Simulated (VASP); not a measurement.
# AlN (Cm) in VASP: notebook

AlN is run at these levels: PBE; tasks: single point.

Everything below comes from runs of VASP 6.6.1. Logs are shortened: lines on timing, memory, paths and dates and some standing lists are left out, and cuts for length are marked.

## Step 1: The cell of the first run

Symmetry: Cm, No. 8, monoclinic system. The conventional cell has a = 6.226 Å, b = 6.226 Å, c = 4.403 Å, α = 90.00°, β = 90.00°, γ = 90.00°. Al (site symmetry m) has 4 N at 1.79 to 2.26 Å within 2.4 Å. Within 2.5 Å of Al (site symmetry 1) lie 4 N at 1.91 Å. Within 2.5 Å of Al (site symmetry m) lie 4 N at 1.91 Å. Within 2.5 Å of N (site symmetry m) lie 4 Al at 1.88 to 1.91 Å. Within 2.4 Å of N (site symmetry 1) lie 4 Al at 1.79 to 1.91 Å. Within 2.5 Å of N (site symmetry m) lie 4 Al at 1.91 to 2.26 Å.

## Step 2: Single point, PBE (atom 1 (Al) moved by -0.252 Å along [1 1 0] and -0.252 Å along [0 0 1])

Contents of INCAR:

```
PREC = Accurate ; ENCUT = 520
EDIFF = 1E-7 ; ISMEAR = 0
SIGMA = 0.05 ; LREAL = False
LASPH = True ; NELM = 80
ALGO = Normal ; ISIF = 2
LWAVE = False ; LCHARG = False
GGA = PE ; NBANDS = 26
```

Contents of KPOINTS:

```
Automatic mesh
0
Gamma
  6 6 6
```

Contents of POSCAR:

```
AlN
1.0
    4.4025164325      0.0000000000      0.0000000000
    0.0000000000     -4.4025164325      0.0000000000
    0.0000000000      0.0000000000     -4.4025164325
Al N
4 4
Direct
   -0.0404747856      0.0572399908     -0.0404747856
    0.5000000000      0.5000000000      0.0000000000
    0.5000000000      0.0000000000      0.5000000000
    0.0000000000      0.5000000000      0.5000000000
    0.7500000000      0.7500000000      0.7500000000
    0.2500000000      0.2500000000      0.7500000000
    0.2500000000      0.7500000000      0.2500000000
    0.7500000000      0.2500000000      0.2500000000
```

Potentials or basis: VASP PAW PBE potentials, release 64 (Al, N).

On the command line:

```bash
$ cat potpaw_PBE.64/Al/POTCAR potpaw_PBE.64/N/POTCAR > POTCAR
$ mpirun -np 1 vasp_std > vasp.out
```

OUTCAR:

```text
PREC = Accurate
   ENCUT = 520
   EDIFF = 1E-7
   ISMEAR = 0
   LREAL = False
   LASPH = True
   NELM = 80
   ISIF = 2
   GGA = PE

 ion  position               nearest neighbor table
   1  0.960  0.057  0.960-   6 1.79   8 1.79   5 1.88   7 2.26   2 2.81   4 2.81   3 2.87   4 3.08
                             2 3.08   3 3.13   3 3.13   2 3.18   4 3.18
   2  0.500  0.500  0.000-   5 1.91   6 1.91   7 1.91   8 1.91   1 2.81   1 3.08   4 3.11   3 3.11
                             4 3.11   3 3.11   3 3.11   3 3.11   4 3.11   4 3.11   1 3.18
   3  0.500  0.000  0.500-   5 1.91   6 1.91   7 1.91   8 1.91   1 2.87   2 3.11   4 3.11   2 3.11
                             2 3.11   4 3.11   2 3.11   4 3.11   4 3.11   1 3.13   1 3.13
   4  0.000  0.500  0.500-   5 1.91   6 1.91   7 1.91   8 1.91   1 2.81   1 3.08   3 3.11   2 3.11
                             2 3.11   3 3.11   2 3.11   3 3.11   2 3.11   3 3.11   1 3.18
   5  0.750  0.750  0.750-   1 1.88   2 1.91   3 1.91   4 1.91
   6  0.250  0.250  0.750-   1 1.79   2 1.91   3 1.91   4 1.91
   7  0.250  0.750  0.250-   2 1.91   3 1.91   4 1.91   1 2.26
   8  0.750  0.250  0.250-   1 1.79   2 1.91   3 1.91   4 1.91

  LATTYP: Found a simple cubic cell.
 ALAT       =     4.4025164325

  Lattice vectors:

 A1 = (   4.4025164325,   0.0000000000,   0.0000000000)
 A2 = (   0.0000000000,  -4.4025164325,   0.0000000000)
 A3 = (   0.0000000000,   0.0000000000,  -4.4025164325)

Analysis of symmetry for initial positions (statically):
=====================================================================
 Subroutine PRICEL returns:
 Original cell was already a primitive cell.

 Routine SETGRP: Setting up the symmetry group for a
 simple cubic supercell.

 Subroutine GETGRP returns: Found  2 space group operations
 (whereof  2 operations were pure point group operations)
 out of a pool of 48 trial point group operations.

The static configuration has the point symmetry C_1h.

Analysis of symmetry for dynamics (positions and initial velocities):
=====================================================================
 Subroutine PRICEL returns:
 Original cell was already a primitive cell.

 Routine SETGRP: Setting up the symmetry group for a
 simple cubic supercell.

 Subroutine GETGRP returns: Found  2 space group operations
 (whereof  2 operations were pure point group operations)
 out of a pool of 48 trial point group operations.

The dynamic configuration has the point symmetry C_1h.

[... 115 lines left out ...]
   NFREE  =      0    steps in history (QN), initial steepest desc. (CG)
   ISIF   =      2    stress and relaxation
   ISYM   =      2    0-nonsym 1-usesym 2-fastsym
   POTIM  = 0.5000    time-step for ionic-motion
   TEBEG  =    0.0;   TEEND  =   0.0 temperature during run
   PSTRESS=    0.0 pullay stress
   NELECT =      32.0000    total number of electrons
   NUPDOWN=      -1.0000    fix difference up-down
   EMIN   =  10.00;   EMAX   =-10.00  energy-range for DOS
   EFERMI =   0.00;   METHOD = LEGACY
   ISMEAR =     0;   SIGMA  =   0.05  broadening in eV -4-tet -1-fermi 0-gaus
   EFERMI_NEDOS =   21; number of points for ismear=-14 and -15
   IALGO  =     38    algorithm
   IMIX   =      4    mixing-type and parameters
     AMIX     =   0.40;   BMIX     =  1.00
     AMIX_MAG =   1.60;   BMIX_MAG =  1.00
  volume/ion in A,a.u.               =      10.67        71.98
  Fermi-wavevector in a.u.,A,eV,Ry     =   1.180567  2.230947 18.962951  1.393738
  Thomas-Fermi vector in A             =   2.316857
   LORBIT       =      0    0 simple, 1 ext, 2 COOP (PROOUT), +10 PAW based schemes
   GGA     = PE    functional components
   LHFCALC =     F    Hartree Fock is set to
   AEXX    =    0.0000 exact exchange contribution
   IVDW    =     0    specifies the selected vdW correction
   LEPSILON=     F    determine dielectric tensor
   LRPA    =     F    only Hartree local field effects (RPA)
 non-spin polarized calculation
 Gauss-broadening in eV      SIGMA  =   0.05
  energy-cutoff  :      520.00
  volume of cell :       85.33
 maximum number of plane-waves:      2325
 NGX is ok and might be reduce to    36
   NGX = 17   NGY = 17   NGZ = 17

 number of electron      31.9999997 magnetization

 Free energy of the ion-electron system (eV)
  ---------------------------------------------------
  ext. energy  EPLUGINS =         0.00000000
  ---------------------------------------------------
  free energy    TOTEN  =       -58.44151454 eV

  energy without entropy =      -58.44151454  energy(sigma->0) =      -58.44151454

 E-fermi :   6.4841     XC(G=0): -10.8285

 val. band max:        6.2820193742   @ k =   0.5000   0.5000   0.5000
 cond. band min:       7.5905039461   @ k =   0.0000   0.0000   0.0000
 fundamental gap:      1.3084845719
 Fermi energy:         6.4841427632

 k-point     1 :       0.0000    0.0000    0.0000
  band No.  band energies     occupation
      1      -9.2481      2.00000
      2      -6.9612      2.00000
      3      -6.7691      2.00000
      4      -5.8278      2.00000
      5       0.7385      2.00000
      6       0.7552      2.00000
[... 685 lines left out ...]
     25      16.4146      0.00000
     26      16.6533      0.00000

 [... further k-points ...]

------------------------ aborting loop because EDIFF is reached ----------------------------------------

  FORCE on cell =-STRESS in cart. coord.  units (eV):
  Direction    XX          YY          ZZ          XY          YZ          ZX
  --------------------------------------------------------------------------------------
  -------------------------------------------------------------------------------------
  Total        1.7242293      0.6406868      1.7242293     -0.1976215      0.1976215      1.2953473
  in kB       32.3744692     12.0296609     32.3744692     -3.7105799      3.7105800     24.3216950
  external PRESSURE =      25.5928664 kB  Pullay stress =       0.0000000 kB

 VOLUME and BASIS-vectors are now :
 -----------------------------------------------------------------------------
  energy-cutoff  :      520.00
  volume of cell :       85.33
      direct lattice vectors                 reciprocal lattice vectors
     4.402516432  0.000000000  0.000000000     0.227142821  0.000000000  0.000000000
     0.000000000 -4.402516432  0.000000000     0.000000000 -0.227142821  0.000000000
     0.000000000  0.000000000 -4.402516432     0.000000000  0.000000000 -0.227142821

 POSITION                                       TOTAL-FORCE (eV/Angst)
 -----------------------------------------------------------------------------------
      4.22433     -0.25200     -4.22433         1.926086      3.863953     -1.926086
      2.20126     -2.20126      0.00000        -0.948838     -1.248505     -0.659928
      2.20126      0.00000     -2.20126        -0.907473      0.870148      0.907473
      0.00000     -2.20126     -2.20126         0.659928     -1.248505      0.948838
      3.30189     -3.30189     -3.30189        -0.280172     -0.195218      0.280172
      1.10063     -1.10063     -3.30189         0.598219     -0.863756      0.806128
      1.10063     -3.30189     -1.10063        -0.241622     -0.314363      0.241622
      3.30189     -1.10063     -1.10063        -0.806128     -0.863756     -0.598219
 -----------------------------------------------------------------------------------
    total drift:                               -0.000022     -0.000070      0.000022

  FREE ENERGIE OF THE ION-ELECTRON SYSTEM (eV)
  ---------------------------------------------------
  free  energy   TOTEN  =       -58.4415145353 eV

  energy  without entropy=      -58.4415145353  energy(sigma->0) =      -58.44151454
```

Run time: 93 s. Hardware: 1 thread of Intel Xeon Platinum 8488C (Sapphire Rapids), shared host; peak memory 0.26 GiB.

What came out:

```
Free energy            : -58.4415 eV
Pressure               : 2.6 GPa
Largest force          : 4.728 eV/Å
Band gap on the k mesh : 1.31 eV, indirect (the least direct gap lies 5.0 meV higher)
```

Forces in eV/Å, atoms in the order of the input:
```
Al   1.926  3.864 -1.926
Al  -0.949 -1.249 -0.660
Al  -0.907  0.870  0.907
Al   0.660 -1.249  0.949
N   -0.280 -0.195  0.280
N    0.598 -0.864  0.806
N   -0.242 -0.314  0.242
N   -0.806 -0.864 -0.598
```

Caveat: the cell differs from its parent crystal (atom 1 (Al) moved by -0.252 Å along [1 1 0] and -0.252 Å along [0 0 1]); forces of over 1 eV/Å act on the atoms, so gaps and moduli don't describe the material at rest.

## Step 3: Single point, PBE (atom 1 (Al) moved by -0.252 Å along [1 1 0] and +0.252 Å along [0 0 1])

Contents of INCAR:

```
SYSTEM = AlN
ALGO = Normal
EDIFF = 1E-6
ENCUT = 520
GGA = PE
ISIF = 2
ISMEAR = 0
LASPH = .True.
LCHARG = .False.
LREAL = .False.
LWAVE = .False.
NBANDS = 26
NELM = 60
PREC = Accurate
SIGMA = 0.05
```

Contents of KPOINTS:

```
k-points
0
Gamma
  6 6 6
  0 0 0
```

Changes to POSCAR since step 2:

```diff
@@ -8,3 +8,3 @@
 Direct
-   -0.0404747856      0.0572399908     -0.0404747856
+   -0.0404747856     -0.0572399908     -0.0404747856
     0.5000000000      0.5000000000      0.0000000000
```

Potentials or basis: VASP PAW PBE potentials, release 64 (Al, N).

On the command line:

```bash
$ cat potpaw_PBE.64/Al/POTCAR potpaw_PBE.64/N/POTCAR > POTCAR
$ mpirun -np 1 vasp_std > vasp.out
```

OUTCAR:

```text
SYSTEM = AlN
   EDIFF = 1E-6
   ENCUT = 520
   GGA = PE
   ISIF = 2
   ISMEAR = 0
   LASPH = .True.
   LREAL = .False.
   NELM = 60
   PREC = Accurate

 ion  position               nearest neighbor table
   1  0.960  0.943  0.960-   5 1.56   7 2.00   6 2.08   8 2.08   2 2.81   4 2.81   3 2.87   4 3.08
                             2 3.08   3 3.13   3 3.13   4 3.18   2 3.18
   2  0.500  0.500  0.000-   5 1.91   6 1.91   7 1.91   8 1.91   1 2.81   1 3.08   4 3.11   3 3.11
                             4 3.11   3 3.11   3 3.11   3 3.11   4 3.11   4 3.11   1 3.18
   3  0.500  0.000  0.500-   5 1.91   6 1.91   7 1.91   8 1.91   1 2.87   2 3.11   4 3.11   2 3.11
                             2 3.11   4 3.11   2 3.11   4 3.11   4 3.11   1 3.13   1 3.13
   4  0.000  0.500  0.500-   5 1.91   6 1.91   7 1.91   8 1.91   1 2.81   1 3.08   3 3.11   2 3.11
                             2 3.11   3 3.11   2 3.11   3 3.11   2 3.11   3 3.11   1 3.18
   5  0.750  0.750  0.750-   1 1.56   2 1.91   3 1.91   4 1.91
   6  0.250  0.250  0.750-   2 1.91   3 1.91   4 1.91   1 2.08
   7  0.250  0.750  0.250-   2 1.91   3 1.91   4 1.91   1 2.00
   8  0.750  0.250  0.250-   2 1.91   3 1.91   4 1.91   1 2.08

  LATTYP: Found a simple cubic cell.
 ALAT       =     4.4025164325

  Lattice vectors:

 A1 = (   4.4025164325,   0.0000000000,   0.0000000000)
 A2 = (   0.0000000000,  -4.4025164325,   0.0000000000)
 A3 = (   0.0000000000,   0.0000000000,  -4.4025164325)

Analysis of symmetry for initial positions (statically):
=====================================================================
 Subroutine PRICEL returns:
 Original cell was already a primitive cell.

 Routine SETGRP: Setting up the symmetry group for a
 simple cubic supercell.

 Subroutine GETGRP returns: Found  2 space group operations
 (whereof  2 operations were pure point group operations)
 out of a pool of 48 trial point group operations.

The static configuration has the point symmetry C_1h.

Analysis of symmetry for dynamics (positions and initial velocities):
=====================================================================
 Subroutine PRICEL returns:
 Original cell was already a primitive cell.

 Routine SETGRP: Setting up the symmetry group for a
 simple cubic supercell.

 Subroutine GETGRP returns: Found  2 space group operations
 (whereof  2 operations were pure point group operations)
 out of a pool of 48 trial point group operations.

The dynamic configuration has the point symmetry C_1h.

 Subroutine INISYM returns: Found  2 space group operations
 (whereof  2 operations are pure point group operations),
 and found     1 'primitive' translations

----------------------------------------------------------------------------------------

                                     Primitive cell

  volume of cell :      85.3302

  direct lattice vectors                    reciprocal lattice vectors
     4.402516432  0.000000000  0.000000000     0.227142821  0.000000000  0.000000000
     0.000000000 -4.402516432  0.000000000     0.000000000 -0.227142821  0.000000000
     0.000000000  0.000000000 -4.402516432     0.000000000  0.000000000 -0.227142821

  length of vectors
     4.402516432  4.402516432  4.402516432     0.227142821  0.227142821  0.227142821

  position of ions in fractional coordinates (direct lattice)
     0.959525214  0.942760009  0.959525214
     0.500000000  0.500000000  0.000000000
     0.500000000  0.000000000  0.500000000
[... 71 lines left out ...]
   number of dos      NEDOS =    301   number of ions     NIONS =      8
   total plane-waves  NPLWV =  46656
   dimension x,y,z NGX =    36 NGY =   36 NGZ =   36
   dimension x,y,z NGXF=    72 NGYF=   72 NGZF=   72
   ions per type =               4   4
   NGX,Y,Z   is equivalent  to a cutoff of  13.59, 13.59, 13.59 a.u.
   NGXF,Y,Z  is equivalent  to a cutoff of  27.19, 27.19, 27.19 a.u.
 SYSTEM =  AlN
   PREC   = accura    normal or accurate (medium, high low for compatibility)
   ISTART =      0    job   : 0-new  1-cont  2-samecut
   ICHARG =      2    charge: 1-file 2-atom 10-const
   ISPIN  =      1    spin polarized calculation?
   LNONCOLLINEAR =      F non collinear calculations
   LSORBIT =      F    spin-orbit coupling
   LASPH  =      T    aspherical Exc in radial PAW
   ENCUT  =  520.0 eV  38.22 Ry    6.18 a.u.   8.19  8.19  8.19*2*pi/ulx,y,z
   NELM   =     60;   NELMIN=  2; NELMDL= -5     # of ELM steps
   EDIFF  = 0.1E-05   stopping-criterion for ELM
   LREAL  =      F    real-space projection
   EDIFFG = 0.1E-04   stopping-criterion for IOM
   NSW    =      0    number of steps for IOM
   IBRION =     -1    ionic relax: 0-MD 1-quasi-New 2-CG
   NFREE  =      0    steps in history (QN), initial steepest desc. (CG)
   ISIF   =      2    stress and relaxation
   ISYM   =      2    0-nonsym 1-usesym 2-fastsym
   POTIM  = 0.5000    time-step for ionic-motion
   TEBEG  =    0.0;   TEEND  =   0.0 temperature during run
   PSTRESS=    0.0 pullay stress
   NELECT =      32.0000    total number of electrons
   NUPDOWN=      -1.0000    fix difference up-down
   EMIN   =  10.00;   EMAX   =-10.00  energy-range for DOS
   EFERMI =   0.00;   METHOD = LEGACY
   ISMEAR =     0;   SIGMA  =   0.05  broadening in eV -4-tet -1-fermi 0-gaus
   EFERMI_NEDOS =   21; number of points for ismear=-14 and -15
   IALGO  =     38    algorithm
   IMIX   =      4    mixing-type and parameters
     AMIX     =   0.40;   BMIX     =  1.00
     AMIX_MAG =   1.60;   BMIX_MAG =  1.00
  volume/ion in A,a.u.               =      10.67        71.98
  Fermi-wavevector in a.u.,A,eV,Ry     =   1.180567  2.230947 18.962951  1.393738
  Thomas-Fermi vector in A             =   2.316857
   LORBIT       =      0    0 simple, 1 ext, 2 COOP (PROOUT), +10 PAW based schemes
   GGA     = PE    functional components
   LHFCALC =     F    Hartree Fock is set to
   AEXX    =    0.0000 exact exchange contribution
   IVDW    =     0    specifies the selected vdW correction
   LEPSILON=     F    determine dielectric tensor
   LRPA    =     F    only Hartree local field effects (RPA)
 non-spin polarized calculation
 Gauss-broadening in eV      SIGMA  =   0.05
  energy-cutoff  :      520.00
  volume of cell :       85.33
 maximum number of plane-waves:      2325
 NGX is ok and might be reduce to    36
   NGX = 17   NGY = 17   NGZ = 17

 number of electron      31.9999997 magnetization

 Free energy of the ion-electron system (eV)
  ---------------------------------------------------
  ext. energy  EPLUGINS =         0.00000000
  ---------------------------------------------------
  free energy    TOTEN  =       -57.50034634 eV

  energy without entropy =      -57.50034634  energy(sigma->0) =      -57.50034634

 E-fermi :   6.3642     XC(G=0): -10.8243

 val. band max:        6.0682685958   @ k =   0.0000   0.0000   0.0000
 cond. band min:       8.4935913899   @ k =   0.0000   0.0000   0.0000
 fundamental gap:      2.4253227941
 Fermi energy:         6.3642004745

 k-point     1 :       0.0000    0.0000    0.0000
  band No.  band energies     occupation
      1      -9.3802      2.00000
      2      -7.1566      2.00000
      3      -6.2297      2.00000
      4      -6.0916      2.00000
      5       0.6882      2.00000
      6       0.7006      2.00000
[... 685 lines left out ...]
     25      16.3460      0.00000
     26      16.5915      0.00000

 [... further k-points ...]

------------------------ aborting loop because EDIFF is reached ----------------------------------------

  FORCE on cell =-STRESS in cart. coord.  units (eV):
  Direction    XX          YY          ZZ          XY          YZ          ZX
  --------------------------------------------------------------------------------------
  -------------------------------------------------------------------------------------
  Total        3.8388963      2.5497717      3.8388963     -4.3538080      4.3538080     -4.7351697
  in kB       72.0798716     47.8750140     72.0798716    -81.7479552     81.7479552    -88.9084779
  external PRESSURE =      64.0115857 kB  Pullay stress =       0.0000000 kB

 VOLUME and BASIS-vectors are now :
 -----------------------------------------------------------------------------
  energy-cutoff  :      520.00
  volume of cell :       85.33
      direct lattice vectors                 reciprocal lattice vectors
     4.402516432  0.000000000  0.000000000     0.227142821  0.000000000  0.000000000
     0.000000000 -4.402516432  0.000000000     0.000000000 -0.227142821  0.000000000
     0.000000000  0.000000000 -4.402516432     0.000000000  0.000000000 -0.227142821

 POSITION                                       TOTAL-FORCE (eV/Angst)
 -----------------------------------------------------------------------------------
      4.22433     -4.15052     -4.22433         7.546284     -8.022448     -7.546284
      2.20126     -2.20126      0.00000        -0.828436      1.158231     -0.531669
      2.20126      0.00000     -2.20126        -0.790471     -0.775610      0.790471
      0.00000     -2.20126     -2.20126         0.531669      1.158231      0.828436
      3.30189     -3.30189     -3.30189        -5.433250      5.122241      5.433250
      1.10063     -1.10063     -3.30189        -0.520717      0.609193      0.002940
      1.10063     -3.30189     -1.10063        -0.502139      0.140969      0.502139
      3.30189     -1.10063     -1.10063        -0.002940      0.609193      0.520717
 -----------------------------------------------------------------------------------
    total drift:                                0.000349     -0.000318     -0.000349

  FREE ENERGIE OF THE ION-ELECTRON SYSTEM (eV)
  ---------------------------------------------------
  free  energy   TOTEN  =       -57.5003463379 eV

  energy  without entropy=      -57.5003463379  energy(sigma->0) =      -57.50034634
```

Wall time 88 s (1 thread of Intel Xeon Platinum 8488C (Sapphire Rapids), shared host); peak memory 0.26 GiB.

What came out:

```yaml
Free_energy: -57.5003 eV
Pressure: 6.4 GPa
Largest_force: 13.351 eV/Å
Band_gap_on_the_k_mesh: 2.43 eV, direct
```

Forces in eV/Å, atoms in the order of the input:
```
Al   7.546 -8.022 -7.546
Al  -0.828  1.158 -0.532
Al  -0.790 -0.776  0.790
Al   0.532  1.158  0.828
N   -5.433  5.122  5.433
N   -0.521  0.609  0.003
N   -0.502  0.141  0.502
N   -0.003  0.609  0.521
```

Caveat: the cell differs from its parent crystal (atom 1 (Al) moved by -0.252 Å along [1 1 0] and +0.252 Å along [0 0 1]); forces of over 1 eV/Å act on the atoms, so gaps and moduli don't describe the material at rest.
